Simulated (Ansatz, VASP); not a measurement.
## CdI2: VASP beside Ansatz

File INCAR:

```
PREC = Accurate ; ENCUT = 500
EDIFF = 1E-6 ; ISMEAR = -1
SIGMA = 0.03 ; LREAL = False
LASPH = True ; NELM = 120
ALGO = Normal ; ISIF = 2
LWAVE = False ; LCHARG = True
GGA = PS ; LELF = True
LVHAR = True ; NBANDS = 20
GGA_COMPAT = False
```

The input KPOINTS:

```
Automatic mesh
0
Gamma
  8 8 5
```

File POSCAR:

```
CdI2
1.0
    4.2439992147      0.0000000000      0.0000000000
   -2.1219996073      3.6754111335      0.0000000000
    0.0000000000      0.0000000000      6.9961800000
Cd I
1 2
Direct
    0.0000000000      0.0000000000      0.0000000000
    0.3333333333      0.6666666667      0.2492000000
    0.6666666667      0.3333333333      0.7508000000
```

Input for Ansatz:

```yaml
crystal:
  lattice:
    - [4.2439992147, 0.0, 0.0]
    - [-2.1219996073, 3.6754111335, 0.0]
    - [0.0, 0.0, 6.99618]
  atoms:
    - { symbol: Cd, position: [0.0, 0.0, 0.0] }
    - { symbol: I, position: [0.3333333333, 0.6666666667, 0.2492] }
    - { symbol: I, position: [0.6666666667, 0.3333333333, 0.7508] }
kpoints:
  mp_grid: { grid: [8, 8, 5] }
  band_path:
    path:
      - [0.0, 0.0, 0.0]
      - [0.5, 0.0, 0.0]
      - [0.3333333333, 0.3333333333, 0.0]
      - [0.0, 0.0, 0.0]
      - [0.0, 0.0, 0.5]
      - [0.5, 0.0, 0.5]
      - [0.3333333333, 0.3333333333, 0.5]
      - [0.0, 0.0, 0.5]
      - [0.5, 0.0, 0.5]
    npoints: 5
scf:
  occupations: { method: fermi_dirac, width: 0.03 }
hamiltonian:
  xc: pbesol
  pseudopotentials: { kind: all_electron, lapw: { basis_error: 0.0005 } }
output:
  forces: true
  stress: true
  eigenvalues: true
```

Change from the starting cell: zz strain of +2 %.

Alike in both runs: task single point; functional PBEsol; k mesh 8 × 8 × 5; occupations fermi-dirac, width 0.03 eV; no spin polarisation.

|  | VASP | Ansatz |
| --- | --- | --- |
| version | VASP 6.6.1 | Ansatz 0.2.0 |
| potentials or method | VASP PAW PBE potentials, release 64 (Cd, I), cutoff 500 eV | all-electron LAPW, scalar-relativistic |

|  | VASP | Ansatz | Ansatz less VASP |
| --- | --- | --- | --- |
| gap on the k mesh at the Fermi level (eV) | 2.21 | 2.22 | +0.008 |
| pressure (GPa) | -0.9 | -1.0 | -0.11 |
| traceless stress, the component that is largest in VASP (GPa) | -0.19 | -0.19 | +0.007 |
| rms of the force components (eV/Å) | 0.103 | 0.114 | +0.0108 |

VASP's potentials were made for PBE, not for PBEsol. Atom by atom the forces differ by 0.011 eV/Å (rms over components). Ansatz ran all-electron here, and VASP with PAW potentials.

Spin-orbit coupling is off throughout.
